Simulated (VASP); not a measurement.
Here is a VASP 6.6.1 calculation.

POSCAR

```
SiC
1.0
    3.0775593375      0.0000000000      0.0000000000
   -1.5387796687      2.6652445680      0.0000000000
    0.0000000000      0.0000000000     10.0767691483
Si C
4 4
Direct
    0.6666666667      0.3333333333      0.9378376196
    0.3333333333      0.6666666667      0.4378376196
    0.0000000000      0.0000000000      0.6878931818
    0.0000000000      0.0000000000      0.1878931818
    0.6666666667      0.3333333333      0.7498040040
    0.3333333333      0.6666666667      0.2498040040
    0.0000000000      0.0000000000      0.5004641946
    0.0000000000      0.0000000000      0.0004641946
```

The input INCAR.step1:

```
SYSTEM = SiC
PREC = Accurate
ENCUT = 520
ISMEAR = 0
SIGMA = 0.02
LREAL = .False.
LASPH = .True.
NELM = 60
NBANDS = 26
GGA = PE
ALGO = Normal
EDIFF = 1E-4
LWAVE = .True.
LCHARG = .False.
```

Contents of INCAR.step2:

```
SYSTEM = SiC
PREC = Accurate
ENCUT = 520
EDIFF = 1E-6
ISMEAR = 0
SIGMA = 0.02
LREAL = .False.
LASPH = .True.
NELM = 60
ALGO = Normal
ISIF = 2
LWAVE = .False.
LCHARG = .False.
METAGGA = R2SCAN
LMIXTAU = .True.
NBANDS = 26
ISTART = 1
```

File KPOINTS:

```
regular mesh
0
Gamma
  12 12 4
  0 0 0
```

Potentials or basis: VASP PAW PBE potentials, release 64 (Si, C).

Command:

```console
$ cat potpaw_PBE.64/Si/POTCAR potpaw_PBE.64/C/POTCAR > POTCAR
$ cp INCAR.step1 INCAR
$ mpirun -np 1 vasp_std > vasp.out
$ cp INCAR.step2 INCAR
$ mpirun -np 1 vasp_std > vasp.out
```

**Question.** What does it give for the pressure?

**Answer.** -0.2 GPa.

**Question.** Predict the band gap on the k mesh.

**Answer.** 2.61 eV (least direct gap 3.79 eV).

Caveat: the PAW data sets were made with another functional, which shifts forces and pressure a little. A k mesh can miss the band edges.
